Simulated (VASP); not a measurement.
# InP: single point with LDA

Crystal: InP.

```
In P
1.0
     0.00000    3.25979    2.71739
     2.71739    0.00000    2.71739
     2.71739    3.25979    0.00000
In P
1 1
Direct
  0.00000 0.00000 0.00000
  0.75000 0.75000 0.75000
```

This cell differs from its parent crystal: volume 24.071 Å^3 an atom, c/a of the conventional cell 1.1996.

```json
{
 "Program": "VASP 6.6.1",
 "Task": "single point",
 "Functional": "LDA",
 "Potentials or basis": "VASP PAW LDA potentials, release 64 (In_d, P)",
 "Cutoff": "520 eV",
 "k mesh": "12 × 12 × 12",
 "Occupations": "gaussian, width 0.05 eV",
 "Spin": "no spin polarisation",
 "Dipole correction": "no",
 "Further INCAR settings": "ALGO = Normal; EDIFF = 1e-06; NBANDS = 16"
}
```

```json
{"Pressure": "1.3 GPa", "Band gap on the k mesh": "0.15 eV, direct"}
```

Stress tensor (GPa, compression positive):
```
 4.91  0.00  0.00
 0.00 -6.07  0.00
 0.00  0.00  4.91
```

Levels at points of the mesh, in eV from the valence-band top:
```tsv
k point	band 5	band 6	band 7	band 8	band 9	band 10	band 11	band 12	band 13	band 14
(0.00, 0.00, 0.00)	-14.51	-12.15	-1.18	0.00	0.00	0.15	3.69	3.69	3.98	6.96
(0.50, 0.00, 0.00)	-14.47	-10.26	-6.38	-2.07	-0.68	0.52	4.38	5.09	6.80	8.67
(0.50, 0.50, 0.00)	-14.45	-9.32	-5.93	-3.14	-3.08	0.86	1.25	7.82	8.28	8.94
(0.50, 0.00, 0.50)	-14.49	-10.03	-7.16	-2.05	-2.05	2.01	2.89	7.58	9.35	9.35
```

Run time: 52 s on 1 thread of Intel(R) Xeon(R) 6975P-C (Granite Rapids), on a shared host, peak memory 0.24 GiB.

Caveat: spin-orbit coupling is left out, which moves the levels of the heavy elements. A k mesh can miss the band edges.
